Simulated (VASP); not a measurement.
Here is a VASP 6.6.1 calculation.

Contents of INCAR:

```
PREC = Accurate
ENCUT = 520
EDIFF = 1E-6
ISMEAR = -1
SIGMA = 0.05
LREAL = F
LASPH = T
NELM = 80
ALGO = Normal
ISIF = 2
LWAVE = F
LCHARG = T
GGA = PE
IVDW = 12
LELF = T
LVHAR = T
NBANDS = 46
```

KPOINTS

```
Automatic mesh
0
Gamma
  8 8 3
```

POSCAR

```
ZnS
1.0
    3.8227000000      0.0000000000      0.0000000000
   -1.9113500000      3.3105553110      0.0000000000
    0.0000000000      0.0000000000     12.5200000000
Zn S
4 4
Direct
    0.6666666667      0.3333333333      0.7500000000
    0.3333333333      0.6666666667      0.2500000000
    0.0000000000      0.0000000000      0.5000000000
    0.0000000000      0.0000000000      0.0000000000
    0.6666666667      0.3333333333      0.9375000000
    0.3333333333      0.6666666667      0.4375000000
    0.0000000000      0.0000000000      0.6875000000
    0.0000000000      0.0000000000      0.1875000000
```

Potentials or basis: VASP PAW PBE potentials, release 64 (Zn, S).

The run is started by

```sh
$ cat potpaw_PBE.64/Zn/POTCAR potpaw_PBE.64/S/POTCAR > POTCAR
$ mpirun -np 1 vasp_std > vasp.out
```

Problem. Estimate the pressure.

Solution. -1.2 GPa.

Problem. Estimate the largest force.

Solution. 0.047 eV/Å.

Problem. What does it give for the band gap on the k mesh?

Solution. 2.13 eV.

Forces in eV/Å, atoms in the order of the input:
```
Zn   0.000  0.000  0.008
Zn   0.000  0.000  0.008
Zn   0.000  0.000  0.026
Zn   0.000  0.000  0.026
S    0.000  0.000  0.013
S    0.000  0.000  0.013
S    0.000  0.000 -0.047
S    0.000  0.000 -0.047
```

Caveat: an odd mesh through Γ misses points on the zone boundary, where band edges can lie. PBE gaps usually lie below the measured ones, often by a third to a half.
